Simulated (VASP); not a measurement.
# InP (a.b) (F-43m) in VASP: a series of runs

The runs below take InP (a.b) through single point, with PBEsol.

Everything below comes from runs of VASP 6.6.1. Logs are shortened: lines on timing, memory, paths and dates and some standing lists are left out, and cuts for length are marked.

**1. The cell of the first run**

The structure is cubic, space group F-43m (No. 216). The conventional cell has a = 5.879 Å, b = 5.879 Å, c = 5.879 Å, α = 90.00°, β = 90.00°, γ = 90.00°. Within 3.4 Å of In (site symmetry -43m) lie 4 P at 2.55 Å. Within 3.4 Å of P (site symmetry -43m) lie 4 In at 2.55 Å.

**2. Single point, PBEsol**

INCAR

```
ALGO = Normal
EDIFF = 1E-6
ENCUT = 500
GGA = PS
GGA_COMPAT = F
ISIF = 2
ISMEAR = 0
LASPH = T
LCHARG = T
LELF = T
LREAL = F
LVHAR = T
LWAVE = F
NBANDS = 16
NELM = 120
PREC = Accurate
SIGMA = 0.02
```

KPOINTS

```
k-points
0
Gamma
  10 10 10
```

POSCAR

```
InP
1.0
    0.0000000000      2.9394548964      2.9394548964
    2.9394548964      0.0000000000      2.9394548964
    2.9394548964      2.9394548964      0.0000000000
In P
1 1
Direct
    0.0000000000      0.0000000000      0.0000000000
    0.2500000000      0.2500000000      0.2500000000
```

Potentials or basis: VASP PAW PBE potentials, release 64 (In_d, P).

Run with:

```bash
$ cat potpaw_PBE.64/In_d/POTCAR potpaw_PBE.64/P/POTCAR > POTCAR
$ mpirun -np 1 vasp_std > vasp.out
```

OUTCAR:

```text
EDIFF = 1E-6
   ENCUT = 500
   GGA = PS
   ISIF = 2
   ISMEAR = 0
   LASPH = T
   LREAL = F
   NELM = 120
   PREC = Accurate

 ion  position               nearest neighbor table
   1  0.000  0.000  0.000-   2 2.55   2 2.55   2 2.55   2 2.55
   2  0.250  0.250  0.250-   1 2.55   1 2.55   1 2.55   1 2.55

  LATTYP: Found a face centered cubic cell.
 ALAT       =     5.8789097928

  Lattice vectors:

 A1 = (   0.0000000000,   2.9394548964,   2.9394548964)
 A2 = (   2.9394548964,   0.0000000000,   2.9394548964)
 A3 = (   2.9394548964,   2.9394548964,   0.0000000000)

Analysis of symmetry for initial positions (statically):
=====================================================================
 Subroutine PRICEL returns:
 Original cell was already a primitive cell.

 Routine SETGRP: Setting up the symmetry group for a
 face centered cubic supercell.

 Subroutine GETGRP returns: Found 24 space group operations
 (whereof 24 operations were pure point group operations)
 out of a pool of 48 trial point group operations.

The static configuration has the point symmetry T_d .

Analysis of symmetry for dynamics (positions and initial velocities):
=====================================================================
 Subroutine PRICEL returns:
 Original cell was already a primitive cell.

 Routine SETGRP: Setting up the symmetry group for a
 face centered cubic supercell.

 Subroutine GETGRP returns: Found 24 space group operations
 (whereof 24 operations were pure point group operations)
 out of a pool of 48 trial point group operations.

The dynamic configuration has the point symmetry T_d .

 Subroutine INISYM returns: Found 24 space group operations
 (whereof 24 operations are pure point group operations),
 and found     1 'primitive' translations

----------------------------------------------------------------------------------------

                                     Primitive cell

  volume of cell :      50.7961

  direct lattice vectors                    reciprocal lattice vectors
     0.000000000  2.939454896  2.939454896    -0.170099565  0.170099565  0.170099565
     2.939454896  0.000000000  2.939454896     0.170099565 -0.170099565  0.170099565
     2.939454896  2.939454896  0.000000000     0.170099565  0.170099565 -0.170099565

  length of vectors
     4.157016980  4.157016980  4.157016980     0.294621089  0.294621089  0.294621089

  position of ions in fractional coordinates (direct lattice)
     0.000000000  0.000000000  0.000000000
     0.250000000  0.250000000  0.250000000

  ion indices of the primitive-cell ions
   primitive index   ion index
                 1           1
                 2           2

----------------------------------------------------------------------------------------

 KPOINTS: k-points

Automatic generation of k-mesh.
 Grid dimensions read from file:
 generate k-points for:   10   10   10

 Generating k-lattice:

  Cartesian coordinates                     Fractional coordinates (reciprocal lattice)
    -0.017009957  0.017009957  0.017009957     0.100000000  0.000000000  0.000000000
     0.017009957 -0.017009957  0.017009957     0.000000000  0.100000000  0.000000000
     0.017009957  0.017009957 -0.017009957     0.000000000  0.000000000  0.100000000

  Length of vectors
     0.029462109  0.029462109  0.029462109

  Shift w.r.t. Gamma in fractional coordinates (k-lattice)
     0.000000000  0.000000000  0.000000000

 Subroutine IBZKPT returns following result:
 ===========================================

 Found     47 irreducible k-points:

 Following reciprocal coordinates:
            Coordinates               Weight
  0.000000  0.000000  0.000000      1.000000
  0.100000  0.000000  0.000000      8.000000
  0.200000  0.000000  0.000000      8.000000
  0.300000  0.000000  0.000000      8.000000
  0.400000  0.000000  0.000000      8.000000
  0.500000  0.000000  0.000000      4.000000
[... 16 lines left out ...]
  0.300000  0.300000  0.000000      6.000000
  0.400000  0.300000  0.000000     24.000000
 [... further k-points ...]
   k-points           NKPTS =     47   k-points in BZ     NKDIM =     47   number of bands    NBANDS=     16
   number of dos      NEDOS =    301   number of ions     NIONS =      2
   total plane-waves  NPLWV =  27000
   dimension x,y,z NGX =    30 NGY =   30 NGZ =   30
   dimension x,y,z NGXF=    60 NGYF=   60 NGZF=   60
   ions per type =               1   1
   NGX,Y,Z   is equivalent  to a cutoff of  12.00, 12.00, 12.00 a.u.
   NGXF,Y,Z  is equivalent  to a cutoff of  23.99, 23.99, 23.99 a.u.
 SYSTEM =  unknown system
   PREC   = accura    normal or accurate (medium, high low for compatibility)
   ISTART =      0    job   : 0-new  1-cont  2-samecut
   ICHARG =      2    charge: 1-file 2-atom 10-const
   ISPIN  =      1    spin polarized calculation?
   LNONCOLLINEAR =      F non collinear calculations
   LSORBIT =      F    spin-orbit coupling
   LASPH  =      T    aspherical Exc in radial PAW
   ENCUT  =  500.0 eV  36.75 Ry    6.06 a.u.   7.58  7.58  7.58*2*pi/ulx,y,z
   NELM   =    120;   NELMIN=  2; NELMDL= -5     # of ELM steps
   EDIFF  = 0.1E-05   stopping-criterion for ELM
   LREAL  =      F    real-space projection
   EDIFFG = 0.1E-04   stopping-criterion for IOM
   NSW    =      0    number of steps for IOM
   IBRION =     -1    ionic relax: 0-MD 1-quasi-New 2-CG
   NFREE  =      0    steps in history (QN), initial steepest desc. (CG)
   ISIF   =      2    stress and relaxation
   ISYM   =      2    0-nonsym 1-usesym 2-fastsym
   POTIM  = 0.5000    time-step for ionic-motion
   TEBEG  =    0.0;   TEEND  =   0.0 temperature during run
   PSTRESS=    0.0 pullay stress
   NELECT =      18.0000    total number of electrons
   NUPDOWN=      -1.0000    fix difference up-down
   EMIN   =  10.00;   EMAX   =-10.00  energy-range for DOS
   EFERMI =   0.00;   METHOD = LEGACY
   ISMEAR =     0;   SIGMA  =   0.02  broadening in eV -4-tet -1-fermi 0-gaus
   EFERMI_NEDOS =   21; number of points for ismear=-14 and -15
   IALGO  =     38    algorithm
   IMIX   =      4    mixing-type and parameters
     AMIX     =   0.40;   BMIX     =  1.00
     AMIX_MAG =   1.60;   BMIX_MAG =  1.00
  volume/ion in A,a.u.               =      25.40       171.39
  Fermi-wavevector in a.u.,A,eV,Ry     =   1.158481  2.189211 18.260079  1.342078
  Thomas-Fermi vector in A             =   2.295083
   LORBIT       =      0    0 simple, 1 ext, 2 COOP (PROOUT), +10 PAW based schemes
   GGA     = PS    functional components
   LHFCALC =     F    Hartree Fock is set to
   AEXX    =    0.0000 exact exchange contribution
   IVDW    =     0    specifies the selected vdW correction
   LEPSILON=     F    determine dielectric tensor
   LRPA    =     F    only Hartree local field effects (RPA)
 non-spin polarized calculation
 Gauss-broadening in eV      SIGMA  =   0.02
  energy-cutoff  :      500.00
  volume of cell :       50.80
 maximum number of plane-waves:      1308
   NGX = 15   NGY = 15   NGZ = 15

 number of electron      18.0000005 magnetization

 Free energy of the ion-electron system (eV)
  ---------------------------------------------------
  ext. energy  EPLUGINS =         0.00000000
  ---------------------------------------------------
  free energy    TOTEN  =        -9.15667620 eV

  energy without entropy =       -9.15667620  energy(sigma->0) =       -9.15667620

 E-fermi :   5.0957     XC(G=0):  -9.4393

 val. band max:        4.9907758477   @ k =   0.0000   0.0000   0.0000
 cond. band min:       5.5569247217   @ k =   0.0000   0.0000   0.0000
 fundamental gap:      0.5661488740
 Fermi energy:         5.0957332759

 k-point     1 :       0.0000    0.0000    0.0000
  band No.  band energies     occupation
      1      -9.1386      2.00000
      2      -9.1386      2.00000
      3      -9.1386      2.00000
      4      -8.9885      2.00000
      5      -8.9885      2.00000
      6      -6.4943      2.00000
[... 8 lines left out ...]
     15      14.4065      0.00000
     16      14.4065      0.00000

 k-point     2 :       0.1000    0.0000    0.0000
  band No.  band energies     occupation
      1      -9.1509      2.00000
      2      -9.1338      2.00000
      3      -9.1338      2.00000
      4      -8.9885      2.00000
      5      -8.9885      2.00000
      6      -6.3800      2.00000
[... 8 lines left out ...]
     15      13.8920      0.00000
     16      13.8920      0.00000

 k-point     3 :       0.2000    0.0000    0.0000
  band No.  band energies     occupation
      1      -9.1819      2.00000
      2      -9.1221      2.00000
      3      -9.1221      2.00000
      4      -8.9875      2.00000
      5      -8.9875      2.00000
      6      -6.0514      2.00000
[... 8 lines left out ...]
     15      13.4630      0.00000
     16      14.1507      0.00000

 k-point     4 :       0.3000    0.0000    0.0000
  band No.  band energies     occupation
      1      -9.2180      2.00000
      2      -9.1100      2.00000
      3      -9.1100      2.00000
      4      -8.9836      2.00000
      5      -8.9836      2.00000
      6      -5.5590      2.00000
[... 8 lines left out ...]
     15      13.7517      0.00000
     16      13.7517      0.00000
[... 324 lines left out ...]
 k-point    22 :      -0.2000    0.2000    0.0000
  band No.  band energies     occupation
      1      -9.2282      2.00000
      2      -9.1019      2.00000
      3      -9.1005      2.00000
      4      -8.9933      2.00000
      5      -8.9804      2.00000
      6      -5.3925      2.00000
[... 8 lines left out ...]
     15      15.1408      0.00000
     16      16.1494      0.00000

 k-point    23 :       0.3000    0.3000    0.0000
  band No.  band energies     occupation
      1      -9.2664      2.00000
      2      -9.0723      2.00000
      3      -9.0723      2.00000
      4      -9.0200      2.00000
      5      -8.9659      2.00000
      6      -5.2477      2.00000
[... 8 lines left out ...]
     15      15.1578      0.00000
     16      17.6940      0.00000

 k-point    24 :       0.4000    0.3000    0.0000
  band No.  band energies     occupation
      1      -9.2857      2.00000
      2      -9.0633      2.00000
      3      -9.0600      2.00000
      4      -9.0235      2.00000
      5      -8.9623      2.00000
      6      -4.8293      2.00000
[... 8 lines left out ...]
     15      15.5785      0.00000
     16      17.5751      0.00000

 [... further k-points ...]

------------------------ aborting loop because EDIFF is reached ----------------------------------------

  FORCE on cell =-STRESS in cart. coord.  units (eV):
  Direction    XX          YY          ZZ          XY          YZ          ZX
  --------------------------------------------------------------------------------------
  -------------------------------------------------------------------------------------
  Total       -0.0102630     -0.0102630     -0.0102630      0.0000000      0.0000000      0.0000000
  in kB       -0.3237094     -0.3237094     -0.3237094      0.0000000      0.0000000      0.0000000
  external PRESSURE =      -0.3237094 kB  Pullay stress =       0.0000000 kB

 VOLUME and BASIS-vectors are now :
 -----------------------------------------------------------------------------
  energy-cutoff  :      500.00
  volume of cell :       50.80
      direct lattice vectors                 reciprocal lattice vectors
     0.000000000  2.939454896  2.939454896    -0.170099565  0.170099565  0.170099565
     2.939454896  0.000000000  2.939454896     0.170099565 -0.170099565  0.170099565
     2.939454896  2.939454896  0.000000000     0.170099565  0.170099565 -0.170099565

 POSITION                                       TOTAL-FORCE (eV/Angst)
 -----------------------------------------------------------------------------------
      0.00000      0.00000      0.00000         0.000000      0.000000      0.000000
      1.46973      1.46973      1.46973        -0.000000     -0.000000     -0.000000
 -----------------------------------------------------------------------------------
    total drift:                                0.000000      0.000000     -0.000000

  FREE ENERGIE OF THE ION-ELECTRON SYSTEM (eV)
  ---------------------------------------------------
  free  energy   TOTEN  =        -9.1566762006 eV

  energy  without entropy=       -9.1566762006  energy(sigma->0) =       -9.15667620
```

Run time: 24 s. Hardware: 1 thread of Intel Xeon Platinum 8375C at 2.90GHz (Ice Lake), shared host; peak memory 0.18 GiB.

Results:

```yaml
Free_energy: -9.1567 eV
Pressure: 0.0 GPa
Band_gap_on_the_k_mesh: 0.57 eV, direct
```

Caveat: the PAW data sets were made with another functional, which shifts forces and pressure a little; spin-orbit coupling is left out, which moves the levels of the heavy elements. PBEsol gaps usually lie below the measured ones, often by a third to a half.

**3. Single point, PBEsol**

INCAR

```
SYSTEM = InP
PREC = Accurate ; ENCUT = 500
EDIFF = 1E-6 ; ISMEAR = 0
SIGMA = 0.02 ; LREAL = .FALSE.
LASPH = .TRUE. ; NELM = 120
ALGO = Normal ; ISIF = 2
LWAVE = .FALSE. ; LCHARG = .TRUE.
GGA = PS ; LELF = .TRUE.
LVHAR = .TRUE. ; NBANDS = 16
GGA_COMPAT = .FALSE.
```

KPOINTS

```
regular mesh
0
G
  10 10 10
  0 0 0
```

POSCAR is that of step 2.

Potentials or basis: VASP PAW PBE potentials, release 64 (In_d, P).

Run with:

```bash
$ cat potpaw_PBE.64/In_d/POTCAR potpaw_PBE.64/P/POTCAR > POTCAR
$ mpirun -np 1 vasp_std > vasp.out
```

It took 24 s on 1 thread of Intel Xeon Platinum 8375C at 2.90GHz (Ice Lake), shared host; peak memory 0.18 GiB.

Results (log left out):

- Free energy: -9.1567 eV
- Pressure: 0.0 GPa
- Band gap on the k mesh: 0.57 eV, direct

Levels at points of the mesh, in eV from the valence-band top:
| k point | band 5 | band 6 | band 7 | band 8 | band 9 | band 10 | band 11 | band 12 | band 13 | band 14 |
| --- | --- | --- | --- | --- | --- | --- | --- | --- | --- | --- |
| (0.00, 0.00, 0.00) | -13.98 | -11.49 | 0.00 | 0.00 | 0.00 | 0.57 | 4.02 | 4.02 | 4.02 | 8.31 |
| (0.50, 0.00, 0.00) | -13.97 | -9.77 | -5.75 | -0.97 | -0.97 | 1.38 | 4.74 | 4.74 | 6.93 | 9.27 |
| (0.50, 0.50, 0.00) | -13.94 | -9.11 | -5.78 | -2.32 | -2.32 | 1.65 | 2.17 | 9.04 | 9.47 | 9.47 |

Caveat: the PAW data sets were made with another functional, which shifts forces and pressure a little; spin-orbit coupling is left out, which moves the levels of the heavy elements. As with any semilocal functional, this PBEsol gap is likely too small.
